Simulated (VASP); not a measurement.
# Hg (C2/c) in VASP: a series of runs, part 2 of 3

VASP 6.6.1.

## 3. Single point, BLYP (131.04 Å³/atom)

This run uses another cell than the first one, of 131.04 Å³/atom.

Input file INCAR:

```
  PREC = Accurate
  ENCUT = 520
  EDIFF = 1E-6
  ISMEAR = -1
  SIGMA = 0.1
  LREAL = F
  LASPH = T
  NELM = 100
  ALGO = Normal
  ISIF = 2
  LWAVE = F
  LCHARG = F
  GGA = B5
  ALDAX = 1.0
  AGGAX = 1.0
  AGGAC = 1.0
  ALDAC = 0.0
  NBANDS = 19
```

Input file KPOINTS:

```
regular mesh
0
Gamma
  8 8 5
```

Input file POSCAR:

```
Hg
1.0
   -4.9556746109      4.9601209522      2.6642810170
    4.9601209522     -4.9556746109      2.6642810170
    4.9580200146      4.9580200146     -2.6561375347
Hg
2
Direct
    0.0001584033      0.9998415967      1.0000000000
    0.7498415967      0.2501584033      0.5000000000
```

Potentials or basis: VASP PAW PBE potentials, release 64 (Hg).

Command:

```console
> cat potpaw_PBE.64/Hg/POTCAR > POTCAR
> mpirun -np 1 vasp_std > vasp.out
```

OUTCAR:

```text
PREC = Accurate
   ENCUT = 520
   EDIFF = 1E-6
   ISMEAR = -1
   LREAL = F
   LASPH = T
   NELM = 100
   ISIF = 2
   GGA = B5

 ion  position               nearest neighbor table
   1  0.000  1.000  0.000-
   2  0.750  0.250  0.500-

  LATTYP: Found a base centered monoclinic cell.
 ALAT       =     5.3285657442
 B/A-ratio  =     2.6316748709
 C/A-ratio  =     1.4071201978
 COS(beta)  =    -0.3531455372

  Lattice vectors:

 A1 = (  -4.9556746109,   4.9601209522,   2.6642810170)
 A2 = (   4.9601209522,  -4.9556746109,   2.6642810170)
 A3 = (   4.9580200146,   4.9580200146,  -2.6561375347)

Analysis of symmetry for initial positions (statically):
=====================================================================
 Subroutine PRICEL returns:
 Original cell was already a primitive cell.

 Routine SETGRP: Setting up the symmetry group for a
 base centered monoclinic supercell.

 Subroutine GETGRP returns: Found  4 space group operations
 (whereof  2 operations were pure point group operations)
 out of a pool of  4 trial point group operations.

The static configuration has the point symmetry C_2 .
 The point group associated with its full space group is C_2h.

Analysis of symmetry for dynamics (positions and initial velocities):
=====================================================================
 Subroutine PRICEL returns:
 Original cell was already a primitive cell.

 Routine SETGRP: Setting up the symmetry group for a
 base centered monoclinic supercell.

 Subroutine GETGRP returns: Found  4 space group operations
 (whereof  2 operations were pure point group operations)
 out of a pool of  4 trial point group operations.

The dynamic configuration has the point symmetry C_2 .
 The point group associated with its full space group is C_2h.

 Subroutine INISYM returns: Found  4 space group operations
 (whereof  2 operations are pure point group operations),
 and found     1 'primitive' translations

----------------------------------------------------------------------------------------

                                     Primitive cell

  volume of cell :     262.0837

  direct lattice vectors                    reciprocal lattice vectors
    -4.955674611  4.960120952  2.664281017    -0.000177826  0.100671369  0.187584036
     4.960120952 -4.955674611  2.664281017     0.100671369 -0.000177826  0.187584036
     4.958020015  4.958020015 -2.656137535     0.100801647  0.100801647 -0.000168225

  length of vectors
     7.500660241  7.500660241  7.497932484     0.212890880  0.212890880  0.142555156

  position of ions in fractional coordinates (direct lattice)
     0.000158403  0.999841597  0.000000000
     0.749841597  0.250158403  0.500000000

  ion indices of the primitive-cell ions
   primitive index   ion index
                 1           1
                 2           2

----------------------------------------------------------------------------------------

 KPOINTS: regular mesh

Automatic generation of k-mesh.
 Grid dimensions read from file:
 generate k-points for:    8    8    5

 Generating k-lattice:

  Cartesian coordinates                     Fractional coordinates (reciprocal lattice)
    -0.000022228  0.012583921  0.023448004     0.125000000  0.000000000 -0.000000000
     0.012583921 -0.000022228  0.023448004     0.000000000  0.125000000 -0.000000000
     0.020160329  0.020160329 -0.000033645    -0.000000000 -0.000000000  0.200000000

  Length of vectors
     0.026611360  0.026611360  0.028511031

  Shift w.r.t. Gamma in fractional coordinates (k-lattice)
     0.000000000  0.000000000  0.000000000

 Subroutine IBZKPT returns following result:
 ===========================================

 Found     93 irreducible k-points:

 Following reciprocal coordinates:
            Coordinates               Weight
  0.000000  0.000000  0.000000      1.000000
  0.125000  0.000000 -0.000000      4.000000
  0.250000  0.000000 -0.000000      4.000000
  0.375000  0.000000 -0.000000      4.000000
  0.500000  0.000000 -0.000000      2.000000
  0.125000  0.125000 -0.000000      2.000000
[... 16 lines left out ...]
  0.125000 -0.000000  0.200000      4.000000
  0.250000  0.000000  0.200000      4.000000
 [... further k-points ...]
   k-points           NKPTS =     93   k-points in BZ     NKDIM =     93   number of bands    NBANDS=     19
   number of dos      NEDOS =    301   number of ions     NIONS =      2
   total plane-waves  NPLWV = 175616
   dimension x,y,z NGX =    56 NGY =   56 NGZ =   56
   dimension x,y,z NGXF=   112 NGYF=  112 NGZF=  112
   ions per type =               2
   NGX,Y,Z   is equivalent  to a cutoff of  12.41, 12.41, 12.42 a.u.
   NGXF,Y,Z  is equivalent  to a cutoff of  24.82, 24.82, 24.83 a.u.
 SYSTEM =  unknown system
   PREC   = accura    normal or accurate (medium, high low for compatibility)
   ISTART =      0    job   : 0-new  1-cont  2-samecut
   ICHARG =      2    charge: 1-file 2-atom 10-const
   ISPIN  =      1    spin polarized calculation?
   LNONCOLLINEAR =      F non collinear calculations
   LSORBIT =      F    spin-orbit coupling
   LASPH  =      T    aspherical Exc in radial PAW
   ENCUT  =  520.0 eV  38.22 Ry    6.18 a.u.  13.95 13.95 13.94*2*pi/ulx,y,z
   NELM   =    100;   NELMIN=  2; NELMDL= -5     # of ELM steps
   EDIFF  = 0.1E-05   stopping-criterion for ELM
   LREAL  =      F    real-space projection
   EDIFFG = 0.1E-04   stopping-criterion for IOM
   NSW    =      0    number of steps for IOM
   IBRION =     -1    ionic relax: 0-MD 1-quasi-New 2-CG
   NFREE  =      0    steps in history (QN), initial steepest desc. (CG)
   ISIF   =      2    stress and relaxation
   ISYM   =      2    0-nonsym 1-usesym 2-fastsym
   POTIM  = 0.5000    time-step for ionic-motion
   TEBEG  =    0.0;   TEEND  =   0.0 temperature during run
   PSTRESS=    0.0 pullay stress
   NELECT =      24.0000    total number of electrons
   NUPDOWN=      -1.0000    fix difference up-down
   EMIN   =  10.00;   EMAX   =-10.00  energy-range for DOS
   EFERMI =   0.00;   METHOD = LEGACY
   ISMEAR =    -1;   SIGMA  =   0.10  broadening in eV -4-tet -1-fermi 0-gaus
   EFERMI_NEDOS =   21; number of points for ismear=-14 and -15
   IALGO  =     38    algorithm
   IMIX   =      4    mixing-type and parameters
     AMIX     =   0.40;   BMIX     =  1.00
     AMIX_MAG =   1.60;   BMIX_MAG =  1.00
  volume/ion in A,a.u.               =     131.04       884.31
  Fermi-wavevector in a.u.,A,eV,Ry     =   0.737902  1.394432  7.408360  0.544499
  Thomas-Fermi vector in A             =   1.831695
   LORBIT       =      0    0 simple, 1 ext, 2 COOP (PROOUT), +10 PAW based schemes
   GGA     = B5    functional components
   LHFCALC =     F    Hartree Fock is set to
   AEXX    =    0.0000 exact exchange contribution
   IVDW    =     0    specifies the selected vdW correction
   LEPSILON=     F    determine dielectric tensor
   LRPA    =     F    only Hartree local field effects (RPA)
 non-spin polarized calculation
  energy-cutoff  :      520.00
  volume of cell :      262.08
 maximum number of plane-waves:      7087
   NGX = 27   NGY = 27   NGZ = 27

 number of electron      24.0000003 magnetization

 Free energy of the ion-electron system (eV)
  ---------------------------------------------------
  ext. energy  EPLUGINS =         0.00000000
  ---------------------------------------------------
  free energy    TOTEN  =        -0.02645564 eV

  energy without entropy =       -0.02645564  energy(sigma->0) =       -0.02645564

 E-fermi :  -2.9885     XC(G=0):  -3.7021

 val. band max:       -5.2247810721   @ k =  -0.1250  -0.2500   0.2000
 cond. band min:      -0.8431975059   @ k =   0.5000   0.5000   0.4000
 fundamental gap:      4.3815835662
 Fermi energy:        -2.9884796497

 k-point     1 :       0.0000    0.0000    0.0000
  band No.  band energies     occupation
      1      -8.4842      2.00000
      2      -8.4765      2.00000
      3      -8.4722      2.00000
      4      -8.4702      2.00000
      5      -8.4571      2.00000
      6      -8.4571      2.00000
[... 11 lines left out ...]
     18       1.6755      0.00000
     19       2.2564      0.00000
[... 485 lines left out ...]
 k-point    24 :       0.2500    0.0000    0.2000
  band No.  band energies     occupation
      1      -8.4763      2.00000
      2      -8.4686      2.00000
      3      -8.4677      2.00000
      4      -8.4657      2.00000
      5      -8.4623      2.00000
      6      -8.4586      2.00000
[... 11 lines left out ...]
     18       1.4904      0.00000
     19       3.5939      0.00000

 [... further k-points ...]

------------------------ aborting loop because EDIFF is reached ----------------------------------------

  FORCE on cell =-STRESS in cart. coord.  units (eV):
  Direction    XX          YY          ZZ          XY          YZ          ZX
  --------------------------------------------------------------------------------------
  -------------------------------------------------------------------------------------
  Total        0.0290458      0.0290458      0.0342653     -0.0005666     -0.0001020     -0.0001020
  in kB        0.1775634      0.1775634      0.2094715     -0.0034639     -0.0006234     -0.0006235
  external PRESSURE =       0.1881994 kB  Pullay stress =       0.0000000 kB

 VOLUME and BASIS-vectors are now :
 -----------------------------------------------------------------------------
  energy-cutoff  :      520.00
  volume of cell :      262.08
      direct lattice vectors                 reciprocal lattice vectors
    -4.955674611  4.960120952  2.664281017    -0.000177826  0.100671369  0.187584036
     4.960120952 -4.955674611  2.664281017     0.100671369 -0.000177826  0.187584036
     4.958020015  4.958020015 -2.656137535     0.100801647  0.100801647 -0.000168225

 POSITION                                       TOTAL-FORCE (eV/Angst)
 -----------------------------------------------------------------------------------
      4.95855     -4.95410      2.66428         0.000037     -0.000037     -0.000000
      0.00385      4.95861      1.33621        -0.000037      0.000037      0.000000
 -----------------------------------------------------------------------------------
    total drift:                               -0.000000     -0.000000      0.000000

  FREE ENERGIE OF THE ION-ELECTRON SYSTEM (eV)
  ---------------------------------------------------
  free  energy   TOTEN  =        -0.0264556389 eV

  energy  without entropy=       -0.0264556384  energy(sigma->0) =       -0.02645564
```

stdout:

```text
POSCAR found type information on POSCAR Hg
 POSCAR found :  1 types and       2 ions
 scaLAPACK will be used
 -----------------------------------------------------------------------------
|                                                                             |
|                                                                             |
|     You enforced a specific xc type in the INCAR file but a different       |
|     I HOPE YOU KNOW WHAT YOU ARE DOING!                                     |
|                                                                             |
 -----------------------------------------------------------------------------

 LDA part: xc-table for (Slater(with rela. corr.)+VWN5), standard interpolation
 POSCAR, INCAR and KPOINTS ok, starting setup
 FFT: planning ... GRIDC
 FFT: planning ... GRID_SOFT
 FFT: planning ... GRID
 WAVECAR not read
 entering main loop
```

It took 8.9 min on 1 thread of Intel Xeon 8259CL, shared host; peak memory 0.65 GiB.

Results:

```yaml
Free_energy: -0.0265 eV
Pressure: 0.0 GPa
Band_gap_on_the_k_mesh: 4.38 eV (least direct gap 4.62 eV)
```

Caveat: the atoms stand far beyond bonding distance; the PAW data sets were made with another functional, which shifts forces and pressure a little; spin-orbit coupling is left out, which moves the levels of the heavy elements.

## 4. Single point, BLYP (115.32 Å³/atom)

This run uses another cell than the first one, of 115.32 Å³/atom.

Input file INCAR:

```
PREC = Accurate
ENCUT = 520
EDIFF = 1E-7
ISMEAR = -1
SIGMA = 0.1
LREAL = F
LASPH = T
NELM = 60
ALGO = Normal
ISIF = 2
LWAVE = F
LCHARG = F
GGA = B5
ALDAX = 1.0
AGGAX = 1.0
AGGAC = 1.0
ALDAC = 0.0
NBANDS = 19
```

Input file KPOINTS:

```
Automatic mesh
0
Gamma
  8 8 5
```

Input file POSCAR:

```
Hg
1.0
   -4.7489435471      4.7532044048      2.5531377939
    4.7532044048     -4.7489435471      2.5531377939
    4.7511911100      4.7511911100     -2.5453340253
Hg
2
Direct
    0.0001584033      0.9998415967      1.0000000000
    0.7498415967      0.2501584033      0.5000000000
```

Command:

```console
> cat potpaw_PBE.64/Hg/POTCAR > POTCAR
> mpirun -np 1 vasp_std > vasp.out
```

It took 6.1 min on 1 thread of Intel Xeon Platinum 8488C (Sapphire Rapids), shared host; peak memory 0.6 GiB.

The run converged. Its results:

| Quantity | Value |
| --- | --- |
| Free energy | -0.0174 eV |
| Pressure | 0.0 GPa |
| Band gap on the k mesh | 4.16 eV (least direct gap 4.44 eV) |

Levels at points of the mesh, in eV from the valence-band top:
| k point | band 9 | band 10 | band 11 | band 12 | band 13 | band 14 | band 15 | band 16 |
| --- | --- | --- | --- | --- | --- | --- | --- | --- |
| (0.00, 0.00, 0.00) | -3.32 | -3.30 | -0.91 | -0.11 | 4.82 | 4.82 | 6.96 | 6.96 |
| (0.50, 0.00, 0.00) | -3.31 | -3.31 | -0.39 | -0.10 | 4.36 | 4.91 | 5.09 | 6.01 |
| (0.50, 0.50, 0.00) | -3.32 | -3.32 | -0.54 | -0.54 | 5.23 | 5.24 | 5.58 | 5.59 |

Caveat: the atoms stand far beyond bonding distance; the PAW data sets were made with another functional, which shifts forces and pressure a little; spin-orbit coupling is left out, which moves the levels of the heavy elements. A k mesh can miss the band edges.

[end of part 2 of 3]
